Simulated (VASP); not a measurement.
# BN (P1) in VASP: single point with PBE

Aim: the single point of BN with PBE.

All numbers are computed with VASP 6.6.1; they aren't measurements. Logs are shortened: lines on timing, memory, paths and dates and some standing lists are left out, and cuts for length are marked.

**1. The cell of the first run**

The typed cell holds 8 atoms: a = 3.511 Å, b = 3.574 Å, c = 3.715 Å, α = 90.64°, β = 88.51°, γ = 90.63°.

**2. Single point, PBE (atoms moved at random and the cell strained at random)**

The input, INCAR:

```
PREC = Accurate ; ENCUT = 600
EDIFF = 1E-6 ; ISMEAR = 0
SIGMA = 0.05 ; LREAL = F
LASPH = T ; NELM = 120
ALGO = Normal ; ISIF = 2
LWAVE = F ; LCHARG = T
GGA = PE ; LELF = T
LVHAR = T ; NBANDS = 26
GGA_COMPAT = F
```

The input, KPOINTS:

```
regular mesh
0
Gamma
  6 6 6
```

The input, POSCAR:

```
BN
1.0
    3.5104671619      0.0192131190     -0.0469812089
   -0.0192131190     -3.5741471469      0.0202811359
    0.0469812089      0.0202811359     -3.7143938810
B N
4 4
Direct
   -0.0089258641      0.0043101170     -0.0159589033
    0.5093843416      0.4949627084      0.0056767610
    0.5049868027      0.0065503411      0.4902794110
    0.0041306056      0.5071905825      0.5105327862
    0.7494421389      0.7532562996      0.7625847124
    0.2522749038      0.2423189585      0.7484135387
    0.2460317102      0.7475704696      0.2548583695
    0.7426753613      0.2438405234      0.2436133244
```

Potentials or basis: VASP PAW PBE potentials, release 64 (B, N).

Run with:

```bash
$ cat potpaw_PBE.64/B/POTCAR potpaw_PBE.64/N/POTCAR > POTCAR
$ mpirun -np 1 vasp_std > vasp.out
```

OUTCAR:

```text
PREC = Accurate
   ENCUT = 600
   EDIFF = 1E-6
   ISMEAR = 0
   LREAL = F
   LASPH = T
   NELM = 120
   ISIF = 2
   GGA = PE

 ion  position               nearest neighbor table
   1  0.991  0.004  0.984-   5 1.48   6 1.51   8 1.54   7 1.66
   2  0.509  0.495  0.006-   8 1.53   5 1.53   7 1.58   6 1.60
   3  0.505  0.007  0.490-   8 1.49   6 1.54   7 1.57   5 1.63
   4  0.004  0.507  0.511-   7 1.52   5 1.55   6 1.59   8 1.65
   5  0.749  0.753  0.763-   1 1.48   2 1.53   4 1.55   3 1.63
   6  0.252  0.242  0.748-   1 1.51   3 1.54   4 1.59   2 1.60
   7  0.246  0.748  0.255-   4 1.52   3 1.57   2 1.58   1 1.66
   8  0.743  0.244  0.244-   3 1.49   2 1.53   1 1.54   4 1.65

  LATTYP: Found a triclinic cell.
 ALAT       =     4.9826823728
 B/A-ratio  =     0.7046072450
 C/A-ratio  =     1.6093906570
 COS(alpha) =     0.0023329688
 COS(beta)  =     0.6373818944
 COS(gamma) =     0.6967716844

  Lattice vectors:

 A1 = (  -3.4912540429,   3.5549340279,   0.0267000730)
 A2 = (  -3.5104671619,  -0.0192131190,   0.0469812089)
 A3 = (  -0.0085549709,   7.1280131579,   3.6738316092)

Analysis of symmetry for initial positions (statically):
=====================================================================
 Subroutine PRICEL returns:
 Original cell was already a primitive cell.

 Routine SETGRP: Setting up the symmetry group for a
 triclinic supercell.

 Subroutine GETGRP returns: Found  1 space group operations
 (whereof  1 operations were pure point group operations)
 out of a pool of  2 trial point group operations.

The static configuration has the point symmetry C_1 .

Analysis of symmetry for dynamics (positions and initial velocities):
=====================================================================
 Subroutine PRICEL returns:
 Original cell was already a primitive cell.

 Routine SETGRP: Setting up the symmetry group for a
 triclinic supercell.

 Subroutine GETGRP returns: Found  1 space group operations
 (whereof  1 operations were pure point group operations)
 out of a pool of  2 trial point group operations.

The dynamic configuration has the point symmetry C_1 .

 Subroutine INISYM returns: Found  1 space group operations
 (whereof  1 operations are pure point group operations),
 and found     1 'primitive' translations

----------------------------------------------------------------------------------------

                                     Primitive cell

  volume of cell :      46.5936

  direct lattice vectors                    reciprocal lattice vectors
     3.510467162  0.019213119 -0.046981209     0.284918762 -0.001511202  0.003595520
    -0.019213119 -3.574147147  0.020281136     0.001511202 -0.279803710 -0.001508655
     0.046981209  0.020281136 -3.714393881    -0.003595520 -0.001508655 -0.269276644

  length of vectors
     3.510834099  3.574256328  3.714746352     0.284945455  0.279811858  0.269304873

  position of ions in fractional coordinates (direct lattice)
     0.991074136  0.004310117  0.984041097
     0.509384342  0.494962708  0.005676761
     0.504986803  0.006550341  0.490279411
     0.004130606  0.507190583  0.510532786
     0.749442139  0.753256300  0.762584712
     0.252274904  0.242318959  0.748413539
     0.246031710  0.747570470  0.254858369
     0.742675361  0.243840523  0.243613324

  ion indices of the primitive-cell ions
   primitive index   ion index
                 1           1
                 2           2
                 3           3
                 4           4
                 5           5
                 6           6
                 7           7
                 8           8

----------------------------------------------------------------------------------------

 KPOINTS: regular mesh

Automatic generation of k-mesh.
 Grid dimensions read from file:
 generate k-points for:    6    6    6

 Generating k-lattice:

  Cartesian coordinates                     Fractional coordinates (reciprocal lattice)
     0.047486460 -0.000251867  0.000599253     0.166666667 -0.000000000 -0.000000000
     0.000251867 -0.046633952 -0.000251443     0.000000000  0.166666667  0.000000000
    -0.000599253 -0.000251443 -0.044879441    -0.000000000  0.000000000  0.166666667

  Length of vectors
     0.047490909  0.046635310  0.044884146

  Shift w.r.t. Gamma in fractional coordinates (k-lattice)
     0.000000000  0.000000000  0.000000000

 Subroutine IBZKPT returns following result:
 ===========================================

 Found    112 irreducible k-points:

 Following reciprocal coordinates:
            Coordinates               Weight
  0.000000  0.000000  0.000000      1.000000
  0.166667 -0.000000  0.000000      2.000000
  0.333333 -0.000000  0.000000      2.000000
  0.500000  0.000000  0.000000      1.000000
 -0.000000  0.166667  0.000000      2.000000
  0.166667  0.166667  0.000000      2.000000
[... 16 lines left out ...]
  0.333333 -0.000000  0.166667      2.000000
  0.500000 -0.000000  0.166667      2.000000
 [... further k-points ...]
   k-points           NKPTS =    112   k-points in BZ     NKDIM =    112   number of bands    NBANDS=     26
   number of dos      NEDOS =    301   number of ions     NIONS =      8
   total plane-waves  NPLWV =  25200
   dimension x,y,z NGX =    28 NGY =   30 NGZ =   30
   dimension x,y,z NGXF=    56 NGYF=   60 NGZF=   60
   ions per type =               4   4
   NGX,Y,Z   is equivalent  to a cutoff of  13.26, 13.95, 13.43 a.u.
   NGXF,Y,Z  is equivalent  to a cutoff of  26.52, 27.91, 26.85 a.u.
 SYSTEM =  unknown system
   PREC   = accura    normal or accurate (medium, high low for compatibility)
   ISTART =      0    job   : 0-new  1-cont  2-samecut
   ICHARG =      2    charge: 1-file 2-atom 10-const
   ISPIN  =      1    spin polarized calculation?
   LNONCOLLINEAR =      F non collinear calculations
   LSORBIT =      F    spin-orbit coupling
   LASPH  =      T    aspherical Exc in radial PAW
   ENCUT  =  600.0 eV  44.10 Ry    6.64 a.u.   7.01  7.14  7.42*2*pi/ulx,y,z
   NELM   =    120;   NELMIN=  2; NELMDL= -5     # of ELM steps
   EDIFF  = 0.1E-05   stopping-criterion for ELM
   LREAL  =      F    real-space projection
   EDIFFG = 0.1E-04   stopping-criterion for IOM
   NSW    =      0    number of steps for IOM
   IBRION =     -1    ionic relax: 0-MD 1-quasi-New 2-CG
   NFREE  =      0    steps in history (QN), initial steepest desc. (CG)
   ISIF   =      2    stress and relaxation
   ISYM   =      2    0-nonsym 1-usesym 2-fastsym
   POTIM  = 0.5000    time-step for ionic-motion
   TEBEG  =    0.0;   TEEND  =   0.0 temperature during run
   PSTRESS=    0.0 pullay stress
   NELECT =      32.0000    total number of electrons
   NUPDOWN=      -1.0000    fix difference up-down
   EMIN   =  10.00;   EMAX   =-10.00  energy-range for DOS
   EFERMI =   0.00;   METHOD = LEGACY
   ISMEAR =     0;   SIGMA  =   0.05  broadening in eV -4-tet -1-fermi 0-gaus
   EFERMI_NEDOS =   21; number of points for ismear=-14 and -15
   IALGO  =     38    algorithm
   IMIX   =      4    mixing-type and parameters
     AMIX     =   0.40;   BMIX     =  1.00
     AMIX_MAG =   1.60;   BMIX_MAG =  1.00
  volume/ion in A,a.u.               =       5.82        39.30
  Fermi-wavevector in a.u.,A,eV,Ry     =   1.444385  2.729491 28.385114  2.086247
  Thomas-Fermi vector in A             =   2.562686
   LORBIT       =      0    0 simple, 1 ext, 2 COOP (PROOUT), +10 PAW based schemes
   GGA     = PE    functional components
   LHFCALC =     F    Hartree Fock is set to
   AEXX    =    0.0000 exact exchange contribution
   IVDW    =     0    specifies the selected vdW correction
   LEPSILON=     F    determine dielectric tensor
   LRPA    =     F    only Hartree local field effects (RPA)
 non-spin polarized calculation
 Gauss-broadening in eV      SIGMA  =   0.05
  energy-cutoff  :      600.00
  volume of cell :       46.59
 maximum number of plane-waves:      1574
   NGX = 15   NGY = 15   NGZ = 15

 number of electron      32.0000001 magnetization

 Free energy of the ion-electron system (eV)
  ---------------------------------------------------
  ext. energy  EPLUGINS =         0.00000000
  ---------------------------------------------------
  free energy    TOTEN  =       -69.26406708 eV

  energy without entropy =      -69.26406708  energy(sigma->0) =      -69.26406708

 E-fermi :   8.0921     XC(G=0): -12.8902

 val. band max:        7.8775931279   @ k =   0.0000   0.0000   0.0000
 cond. band min:      11.4480510713   @ k =   0.0000   0.0000   0.0000
 fundamental gap:      3.5704579434
 Fermi energy:         8.0921022119

 k-point     1 :       0.0000    0.0000    0.0000
  band No.  band energies     occupation
      1     -12.8406      2.00000
      2      -7.6002      2.00000
      3      -7.1094      2.00000
      4      -6.8230      2.00000
      5      -1.8882      2.00000
      6      -1.3641      2.00000
[... 18 lines left out ...]
     25      17.7105      0.00000
     26      18.3574      0.00000

 k-point     2 :       0.1667   -0.0000    0.0000
  band No.  band energies     occupation
      1     -12.6021      2.00000
      2      -7.7618      2.00000
      3      -7.4690      2.00000
      4      -6.9459      2.00000
      5      -1.6996      2.00000
      6      -1.1575      2.00000
[... 18 lines left out ...]
     25      18.4941      0.00000
     26      19.0510      0.00000

 k-point     3 :       0.3333   -0.0000    0.0000
  band No.  band energies     occupation
      1     -11.8987      2.00000
      2      -9.2705      2.00000
      3      -7.2706      2.00000
      4      -6.8211      2.00000
      5      -1.1137      2.00000
      6      -0.5868      2.00000
[... 572 lines left out ...]
 k-point    23 :       0.3333   -0.0000    0.1667
  band No.  band energies     occupation
      1     -11.7198      2.00000
      2      -9.0618      2.00000
      3      -7.7106      2.00000
      4      -7.0368      2.00000
      5      -0.9534      2.00000
      6      -0.5042      2.00000
[... 18 lines left out ...]
     25      20.4763      0.00000
     26      20.6025      0.00000

 k-point    24 :       0.5000   -0.0000    0.1667
  band No.  band energies     occupation
      1     -10.7259      2.00000
      2     -10.3983      2.00000
      3      -7.4893      2.00000
      4      -7.0758      2.00000
      5      -0.8836      2.00000
      6      -0.5590      2.00000
[... 18 lines left out ...]
     25      20.7593      0.00000
     26      21.2379      0.00000

 [... further k-points ...]
[... 5 lines left out ...]
  --------------------------------------------------------------------------------------
  -------------------------------------------------------------------------------------
  Total        7.5575468      4.9581170     -2.7158827     -1.8941063      1.0757065      3.3384818
  in kB      259.8756262    170.4910048    -93.3889957    -65.1311964     36.9895017    114.7978384
  external PRESSURE =     112.3258784 kB  Pullay stress =       0.0000000 kB

 VOLUME and BASIS-vectors are now :
 -----------------------------------------------------------------------------
  energy-cutoff  :      600.00
  volume of cell :       46.59
      direct lattice vectors                 reciprocal lattice vectors
     3.510467162  0.019213119 -0.046981209     0.284918762 -0.001511202  0.003595520
    -0.019213119 -3.574147147  0.020281136     0.001511202 -0.279803710 -0.001508655
     0.046981209  0.020281136 -3.714393881    -0.003595520 -0.001508655 -0.269276644

 POSITION                                       TOTAL-FORCE (eV/Angst)
 -----------------------------------------------------------------------------------
      3.52528      0.02359     -3.70159         1.210469      0.509227     -2.054766
      1.77893     -1.75917     -0.03498        -1.684248     -0.456780      0.066958
      1.79565     -0.00377     -1.84468        -1.138243      1.287627     -0.829108
      0.02874     -1.80234     -1.88623        -0.233723      0.702549      0.815605
      2.65225     -2.66238     -2.85247        -0.140299      0.754093      2.007053
      0.91611     -0.84606     -2.78684         0.016898     -1.407059      0.188286
      0.86130     -2.66203     -0.94304         0.483957     -0.182241      0.526331
      2.61390     -0.85231     -0.93482         1.485189     -1.207417     -0.720358
 -----------------------------------------------------------------------------------
    total drift:                                0.000058     -0.000046     -0.000089

  FREE ENERGIE OF THE ION-ELECTRON SYSTEM (eV)
  ---------------------------------------------------
  free  energy   TOTEN  =       -69.2640670796 eV

  energy  without entropy=      -69.2640670796  energy(sigma->0) =      -69.26406708
```

Wall time 79 s (1 thread of AMD EPYC 9R45 (Zen 5), shared host); peak memory 0.22 GiB.

Results:

```yaml
Free_energy: -69.2641 eV
Pressure: 11.2 GPa
Largest_force: 2.439 eV/Å
Band_gap_on_the_k_mesh: 3.57 eV
```

Forces in eV/Å, atoms in the order of the input:
```
B    1.210  0.509 -2.055
B   -1.684 -0.457  0.067
B   -1.138  1.288 -0.829
B   -0.234  0.703  0.816
N   -0.140  0.754  2.007
N    0.017 -1.407  0.188
N    0.484 -0.182  0.526
N    1.485 -1.207 -0.720
```

Stress tensor (GPa, compression positive):
```
25.99 -6.51 11.48
-6.51 17.05  3.70
11.48  3.70 -9.34
```

Caveat: the cell differs from its parent crystal (atoms moved at random and the cell strained at random); the cell stands under pressure; forces of over 1 eV/Å act on the atoms, so gaps and moduli don't describe the material at rest. A k mesh can miss the band edges.
